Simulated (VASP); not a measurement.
# Be3Zn2Se5 (P1) in VASP: relaxation of cell and atoms with PBE

Aim: the relaxation of cell and atoms of Be3Zn2Se5 with PBE.

All numbers are computed with VASP 6.6.1; they aren't measurements. Logs are shortened: lines on timing, memory, paths and dates and some standing lists are left out, and cuts for length are marked.

## Step 1: The cell of the first run

The typed cell holds 10 atoms: a = 3.850 Å, b = 3.883 Å, c = 14.033 Å, α = 96.30°, β = 98.06°, γ = 87.62°.

## Step 2: Relaxation of cell and atoms, PBE

Contents of INCAR:

```
ALGO     = Normal         # electronic algorithm
EDIFF    = 1E-6           # SCF threshold, eV
EDIFFG   = -0.025         # ionic threshold
ENCUT    = 600            # plane-wave cutoff, eV
GGA      = PE             # functional
IBRION   = 2              # ionic algorithm
ISIF     = 3              # what is computed and relaxed
ISMEAR   = 0              # smearing method
LASPH    = True           # aspherical terms in the spheres
LCHARG   = False          # write CHGCAR
LREAL    = False          # projectors in reciprocal space
LWAVE    = False          # write WAVECAR
NELM     = 80             # most SCF steps
NSW      = 80             # ionic steps
PREC     = Accurate       # precision mode
SIGMA    = 0.1            # smearing width, eV
```

Contents of KPOINTS:

```
k-points
0
Gamma
  4 4 4
```

Contents of POSCAR:

```
Be3Zn2Se5
1.0
    0.0801573409     -3.8493598696      0.0044968971
    3.8816204429     -0.0801573409      0.0673962220
   -1.7390624951      1.9486231545     13.7880755943
Be Zn Se
3 2 5
Direct
    0.4913729379      0.5022489475      0.9945481737
    0.7058881100      0.6913172884      0.4090797804
    0.2850059048      0.3138346802      0.5938763328
    0.8952210394      0.8950145681      0.7958845026
    0.0817006344      0.1005218790      0.2036003456
    0.4571975912      0.9407753346      0.9104064040
    0.0440509506      0.5439489707      0.0896867765
    0.6813832195      0.1673714213      0.3135266261
    0.2557567553      0.7518007791      0.5072537218
    0.8524228570      0.3431661312      0.6821373365
```

Potentials or basis: VASP PAW PBE potentials, release 64 (Be, Zn, Se).

Command:

```bash
$ cat potpaw_PBE.64/Be/POTCAR potpaw_PBE.64/Zn/POTCAR potpaw_PBE.64/Se/POTCAR > POTCAR
$ mpirun -np 1 vasp_std > vasp.out
```

OUTCAR:

```text
EDIFF = 1E-6
   EDIFFG = -0.025
   ENCUT = 600
   GGA = PE
   IBRION = 2
   ISIF = 3
   ISMEAR = 0
   LASPH = True
   LREAL = False
   NELM = 80
   NSW = 80
   PREC = Accurate

 ion  position               nearest neighbor table
   1  0.491  0.502  0.995-   6 2.17   7 2.31   7 2.35   6 2.36
   2  0.706  0.691  0.409-   8 2.31   9 2.35   9 2.36   8 2.39
   3  0.285  0.314  0.594-   9 2.19  10 2.20  10 2.36   9 2.38
   4  0.895  0.895  0.796-  10 2.47   6 2.48   6 2.51  10 2.52
   5  0.082  0.101  0.204-   8 2.32   7 2.46   7 2.54   8 2.60
   6  0.457  0.941  0.910-   1 2.17   1 2.36   4 2.48   4 2.51
   7  0.044  0.544  0.090-   1 2.31   1 2.35   5 2.46   5 2.54
   8  0.681  0.167  0.314-   2 2.31   5 2.32   2 2.39   5 2.60
   9  0.256  0.752  0.507-   3 2.19   2 2.35   2 2.36   3 2.38
  10  0.852  0.343  0.682-   3 2.20   3 2.36   4 2.47   4 2.52

  LATTYP: Found a triclinic cell.
 ALAT       =     3.8501969855
 B/A-ratio  =     1.3904969374
 C/A-ratio  =     3.6448171552
 COS(alpha) =     0.0213102669
 COS(beta)  =     0.1402596762
 COS(gamma) =     0.6890889828

  Lattice vectors:

 A1 = (   0.0801573409,  -3.8493598696,   0.0044968971)
 A2 = (  -3.8014631020,  -3.7692025287,  -0.0628993249)
 A3 = (   1.7390624951,  -1.9486231545, -13.7880755943)

Analysis of symmetry for initial positions (statically):
=====================================================================
 Subroutine PRICEL returns:
 Original cell was already a primitive cell.

 Routine SETGRP: Setting up the symmetry group for a
 triclinic supercell.

 Subroutine GETGRP returns: Found  1 space group operations
 (whereof  1 operations were pure point group operations)
 out of a pool of  2 trial point group operations.

The static configuration has the point symmetry C_1 .

Analysis of symmetry for dynamics (positions and initial velocities):
=====================================================================
 Subroutine PRICEL returns:
 Original cell was already a primitive cell.

 Routine SETGRP: Setting up the symmetry group for a
 triclinic supercell.

 Subroutine GETGRP returns: Found  1 space group operations
 (whereof  1 operations were pure point group operations)
 out of a pool of  2 trial point group operations.

The dynamic configuration has the point symmetry C_1 .

 Subroutine INISYM returns: Found  1 space group operations
 (whereof  1 operations are pure point group operations),
 and found     1 'primitive' translations

----------------------------------------------------------------------------------------

                                     Primitive cell

  volume of cell :     206.4035

  direct lattice vectors                    reciprocal lattice vectors
     0.080157341 -3.849359870  0.004496897    -0.005990913 -0.259866184  0.035970407
     3.881620443 -0.080157341  0.067396222     0.257185732  0.005392525  0.031676216
    -1.739062495  1.948623154 13.788075594    -0.001255172  0.000058395  0.072359872

  length of vectors
     3.850196985  3.883032927 14.033264024     0.262412261  0.259185190  0.072370781

  position of ions in fractional coordinates (direct lattice)
     0.491372938  0.502248947  0.994548174
     0.705888110  0.691317288  0.409079780
     0.285005905  0.313834680  0.593876333
     0.895221039  0.895014568  0.795884503
     0.081700634  0.100521879  0.203600346
     0.457197591  0.940775335  0.910406404
     0.044050951  0.543948971  0.089686777
     0.681383219  0.167371421  0.313526626
     0.255756755  0.751800779  0.507253722
     0.852422857  0.343166131  0.682137336

  ion indices of the primitive-cell ions
   primitive index   ion index
                 1           1
                 2           2
                 3           3
                 4           4
                 5           5
                 6           6
                 7           7
                 8           8
                 9           9
                10          10

----------------------------------------------------------------------------------------

 KPOINTS: k-points

Automatic generation of k-mesh.
 Grid dimensions read from file:
 generate k-points for:    4    4    4

 Generating k-lattice:

  Cartesian coordinates                     Fractional coordinates (reciprocal lattice)
    -0.001497728 -0.064966546  0.008992602     0.250000000 -0.000000000  0.000000000
     0.064296433  0.001348131  0.007919054    -0.000000000  0.250000000  0.000000000
    -0.000313793  0.000014599  0.018089968     0.000000000  0.000000000  0.250000000

  Length of vectors
     0.065603065  0.064796297  0.018092695

  Shift w.r.t. Gamma in fractional coordinates (k-lattice)
     0.000000000  0.000000000  0.000000000

 Subroutine IBZKPT returns following result:
 ===========================================

 Found     36 irreducible k-points:

 Following reciprocal coordinates:
            Coordinates               Weight
  0.000000  0.000000  0.000000      1.000000
  0.250000 -0.000000  0.000000      2.000000
  0.500000 -0.000000  0.000000      1.000000
 -0.000000  0.250000  0.000000      2.000000
  0.250000  0.250000  0.000000      2.000000
  0.500000  0.250000  0.000000      2.000000
[... 16 lines left out ...]
  0.000000 -0.250000  0.250000      2.000000
  0.250000 -0.250000  0.250000      2.000000
 [... further k-points ...]
   k-points           NKPTS =     36   k-points in BZ     NKDIM =     36   number of bands    NBANDS=     36
   number of dos      NEDOS =    301   number of ions     NIONS =     10
   total plane-waves  NPLWV = 114688
   dimension x,y,z NGX =    32 NGY =   32 NGZ =  112
   dimension x,y,z NGXF=    64 NGYF=   64 NGZF=  224
   ions per type =               3   2   5
   NGX,Y,Z   is equivalent  to a cutoff of  13.82, 13.70, 13.27 a.u.
   NGXF,Y,Z  is equivalent  to a cutoff of  27.63, 27.40, 26.54 a.u.
 SYSTEM =  unknown system
   PREC   = accura    normal or accurate (medium, high low for compatibility)
   ISTART =      0    job   : 0-new  1-cont  2-samecut
   ICHARG =      2    charge: 1-file 2-atom 10-const
   ISPIN  =      1    spin polarized calculation?
   LNONCOLLINEAR =      F non collinear calculations
   LSORBIT =      F    spin-orbit coupling
   LASPH  =      T    aspherical Exc in radial PAW
   ENCUT  =  600.0 eV  44.10 Ry    6.64 a.u.   7.69  7.76 28.03*2*pi/ulx,y,z
   NELM   =     80;   NELMIN=  2; NELMDL= -5     # of ELM steps
   EDIFF  = 0.1E-05   stopping-criterion for ELM
   LREAL  =      F    real-space projection
   EDIFFG = -.3E-01   stopping-criterion for IOM
   NSW    =     80    number of steps for IOM
   IBRION =      2    ionic relax: 0-MD 1-quasi-New 2-CG
   NFREE  =      1    steps in history (QN), initial steepest desc. (CG)
   ISIF   =      3    stress and relaxation
   ISYM   =      2    0-nonsym 1-usesym 2-fastsym
   POTIM  = 0.5000    time-step for ionic-motion
   TEBEG  =    0.0;   TEEND  =   0.0 temperature during run
   PSTRESS=    0.0 pullay stress
   NELECT =      60.0000    total number of electrons
   NUPDOWN=      -1.0000    fix difference up-down
   EMIN   =  10.00;   EMAX   =-10.00  energy-range for DOS
   EFERMI =   0.00;   METHOD = LEGACY
   ISMEAR =     0;   SIGMA  =   0.10  broadening in eV -4-tet -1-fermi 0-gaus
   EFERMI_NEDOS =   21; number of points for ismear=-14 and -15
   IALGO  =     38    algorithm
   IMIX   =      4    mixing-type and parameters
     AMIX     =   0.40;   BMIX     =  1.00
     AMIX_MAG =   1.60;   BMIX_MAG =  1.00
  volume/ion in A,a.u.               =      20.64       139.29
  Fermi-wavevector in a.u.,A,eV,Ry     =   1.084475  2.049361 16.001625  1.176086
  Thomas-Fermi vector in A             =   2.220566
   LORBIT       =      0    0 simple, 1 ext, 2 COOP (PROOUT), +10 PAW based schemes
   GGA     = PE    functional components
   LHFCALC =     F    Hartree Fock is set to
   AEXX    =    0.0000 exact exchange contribution
   IVDW    =     0    specifies the selected vdW correction
   LEPSILON=     F    determine dielectric tensor
   LRPA    =     F    only Hartree local field effects (RPA)
 conjugate gradient relaxation of ions
 non-spin polarized calculation
 Gauss-broadening in eV      SIGMA  =   0.10
  energy-cutoff  :      600.00
  volume of cell :      206.40
 maximum number of plane-waves:      6912
 NGX is ok and might be reduce to    32
   NGX = 15   NGY = 15   NGZ = 57

--------------------------------------- Ionic step        1  -------------------------------------------

 number of electron      60.0000003 magnetization

 Free energy of the ion-electron system (eV)
  ---------------------------------------------------
  ext. energy  EPLUGINS =         0.00000000
  ---------------------------------------------------
  free energy    TOTEN  =       -37.85581772 eV

  energy without entropy =      -37.85581772  energy(sigma->0) =      -37.85581772

------------------------ aborting loop because EDIFF is reached ----------------------------------------

  FORCE on cell =-STRESS in cart. coord.  units (eV):
  Direction    XX          YY          ZZ          XY          YZ          ZX
  --------------------------------------------------------------------------------------
  -------------------------------------------------------------------------------------
  Total       -3.0160001     -2.0742908     -2.7328354      1.4052632      1.3473218     -2.7149843
  in kB      -23.4112679    -16.1013850    -21.2132425     10.9081539     10.4583919    -21.0746764
  external PRESSURE =     -20.2419651 kB  Pullay stress =       0.0000000 kB
[... 113 lines left out ...]
  FREE ENERGIE OF THE ION-ELECTRON SYSTEM (eV)
  ---------------------------------------------------
  free  energy   TOTEN  =       -38.2067817755 eV

  energy  without entropy=      -38.2067817755  energy(sigma->0) =      -38.20678178

[... ionic steps 4 to 9 ...]

--------------------------------------- Ionic step       10  -------------------------------------------

 number of electron      59.9999989 magnetization

------------------------ aborting loop because EDIFF is reached ----------------------------------------
[... 83 lines left out ...]
--------------------------------------- Ionic step       12  -------------------------------------------

 number of electron      59.9999986 magnetization

 Free energy of the ion-electron system (eV)
  ---------------------------------------------------
  ext. energy  EPLUGINS =         0.00000000
  ---------------------------------------------------
  free energy    TOTEN  =       -38.25577611 eV

  energy without entropy =      -38.25577611  energy(sigma->0) =      -38.25577611

 E-fermi :   2.8913     XC(G=0):  -9.2901

 val. band max:        2.4491291690   @ k =   0.0000   0.0000   0.0000
 cond. band min:       4.9035577505   @ k =   0.0000   0.0000   0.0000
 fundamental gap:      2.4544285815
 Fermi energy:         2.8912865111

 k-point     1 :       0.0000    0.0000    0.0000
  band No.  band energies     occupation
      1     -11.0576      2.00000
      2     -10.7450      2.00000
      3     -10.5314      2.00000
      4      -9.8320      2.00000
      5      -9.7068      2.00000
      6      -4.0244      2.00000
[... 925 lines left out ...]
     35       7.5523      0.00000
     36       7.8035      0.00000

 [... further k-points ...]

------------------------ aborting loop because EDIFF is reached ----------------------------------------

  FORCE on cell =-STRESS in cart. coord.  units (eV):
  Direction    XX          YY          ZZ          XY          YZ          ZX
  --------------------------------------------------------------------------------------
  -------------------------------------------------------------------------------------
  Total       -0.0059577     -0.0623529     -0.0100908     -0.0392334      0.0116546     -0.0206745
  in kB       -0.0482259     -0.5047306     -0.0816826     -0.3175838      0.0943413     -0.1673543
  external PRESSURE =      -0.2115464 kB  Pullay stress =       0.0000000 kB
[... 25 lines left out ...]
  FREE ENERGIE OF THE ION-ELECTRON SYSTEM (eV)
  ---------------------------------------------------
  free  energy   TOTEN  =       -38.2557761069 eV

  energy  without entropy=      -38.2557761069  energy(sigma->0) =      -38.25577611

 reached required accuracy - stopping structural energy minimisation
```

It took 53 min on 1 thread of Oxide Virtual Turin-like, shared host; peak memory 0.52 GiB.

What came out:

```
Free energy                           : -38.2558 eV
Relaxed volume                        : 19.79 Å³/atom
Relaxed cell                          : a = 3.818 Å, b = 3.817 Å, c = 13.846 Å, α = 97.90°, β = 97.91°, γ = 90.07°
Space group after relaxing (to 0.1 Å) : I-4m2 (No. 119)
Energy gained by relaxing             : 40.0 meV/atom
Ionic steps                           : 12
Pressure after relaxing               : 0.0 GPa
Largest force after relaxing          : 0.013 eV/Å
Band gap on the k mesh                : 2.45 eV
```

Forces in eV/Å, atoms in the order of the input:
```
Be   0.000 -0.002  0.002
Be   0.006  0.006 -0.003
Be  -0.013  0.000 -0.002
Zn  -0.002 -0.001  0.008
Zn   0.000 -0.003  0.001
Se   0.012 -0.003  0.000
Se   0.006 -0.005  0.004
Se  -0.009  0.004 -0.003
Se  -0.001  0.000  0.004
Se   0.002  0.004 -0.010
```

The path:
| step | energy change (eV) | largest force (eV/Å) | pressure (GPa) | volume (Å³) |
| --- | --- | --- | --- | --- |
| 1 | 0.0000 | 1.5117 | -2.02 | 206.40 |
| 2 | -0.3351 | 0.4780 | -0.22 | 198.66 |
| 3 | -0.3510 | 0.3627 | 0.49 | 196.61 |
| 4 | -0.3831 | 0.1649 | 0.03 | 197.79 |
| 5 | -0.3896 | 0.1365 | -0.27 | 198.62 |
| 6 | -0.3949 | 0.0803 | 0.05 | 197.72 |
| 7 | -0.3956 | 0.0791 | 0.20 | 197.28 |
| 8 | -0.3978 | 0.0583 | 0.00 | 197.89 |
| 9 | -0.3980 | 0.0627 | -0.13 | 198.23 |
| 10 | -0.3992 | 0.0438 | -0.03 | 197.94 |
| 11 | -0.3995 | 0.0463 | 0.04 | 197.75 |
| 12 | -0.4000 | 0.0133 | -0.02 | 197.93 |

Final structure:
```
CELL_PARAMETERS angstrom
-0.00196 -3.81819 0.00005
3.81690 0.00238 -0.00009
-1.90449 1.90559 13.58127
ATOMIC_POSITIONS crystal
Be 0.49884 0.49834 0.99993
Be 0.70498 0.70460 0.40784
Be 0.29677 0.29795 0.59230
Zn 0.89735 0.89826 0.79590
Zn 0.10214 0.10100 0.20404
Se 0.45385 0.95305 0.90921
Se 0.04432 0.54416 0.09065
Se 0.65909 0.15945 0.31739
Se 0.25082 0.75134 0.50003
Se 0.84184 0.34186 0.68271
```

Levels at points of the mesh, in eV from the valence-band top:
| k point | band 28 | band 29 | band 30 | band 31 | band 32 | band 33 |
| --- | --- | --- | --- | --- | --- | --- |
| (0.00, 0.00, 0.00) | -0.26 | -0.01 | 0.00 | 2.45 | 2.73 | 2.98 |
| (0.50, 0.00, 0.00) | -1.02 | -0.56 | -0.51 | 3.04 | 3.81 | 3.84 |
| (0.00, 0.50, 0.00) | -1.02 | -0.56 | -0.51 | 3.04 | 3.81 | 3.83 |
| (0.50, 0.50, 0.00) | -2.60 | -2.38 | -2.31 | 2.74 | 3.21 | 3.41 |
| (0.00, 0.00, 0.50) | -0.38 | -0.24 | -0.24 | 2.64 | 3.04 | 3.20 |
| (0.50, 0.00, 0.50) | -1.02 | -0.56 | -0.51 | 3.04 | 3.82 | 3.83 |
| (0.00, 0.50, 0.50) | -1.02 | -0.56 | -0.51 | 3.04 | 3.81 | 3.84 |
| (0.50, 0.50, 0.50) | -2.60 | -2.38 | -2.31 | 2.74 | 3.21 | 3.42 |

A k mesh can miss the band edges.
